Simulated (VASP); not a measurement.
A run of VASP 6.6.1:

File INCAR:

```
SYSTEM = ZnH6S
  PREC = Accurate
  ENCUT = 520
  EDIFF = 1E-6
  ISMEAR = 0
  SIGMA = 0.05
  LREAL = .FALSE.
  LASPH = .TRUE.
  NELM = 60
  ALGO = Normal
  ISIF = 2
  LWAVE = .FALSE.
  LCHARG = .TRUE.
  GGA = PS
  LELF = .TRUE.
  LVHAR = .TRUE.
  NBANDS = 22
```

File KPOINTS:

```
regular mesh
0
G
  1 1 1
  0 0 0
```

The input POSCAR:

```
ZnH6S
1.0
   12.3000000000      0.0000000000      0.0000000000
    0.0000000000     12.1000000000      0.0000000000
    0.0000000000      0.0000000000     12.3000000000
Zn S H
1 1 6
Direct
    0.6494447779      0.5491235168      0.4806984989
    0.3730716374      0.3859904489      0.4341356895
    0.5226281576      0.5385885526      0.6399601896
    0.7309656738      0.5790108274      0.5690514038
    0.5745751929      0.5209299024      0.3857854928
    0.2640017176      0.3782561483      0.4484591917
    0.4822393415      0.5103139922      0.6013497784
    0.3633003575      0.4833205690      0.3808180828
```

Potentials or basis: VASP PAW PBE potentials, release 64 (Zn, S, H).

Command:

```sh
$ cat potpaw_PBE.64/Zn/POTCAR potpaw_PBE.64/S/POTCAR potpaw_PBE.64/H/POTCAR > POTCAR
$ mpirun -np 1 vasp_gam > vasp.out
```

Hardware: 1 thread of Intel Xeon 8259CL (shared host).

Question: How long does it take, and how much memory?

Answer: Run time: 5.5 min on 1 thread of Intel Xeon 8259CL, on a shared host, peak memory 1.4 GiB. Counts: scf iterations 24, k points 1.
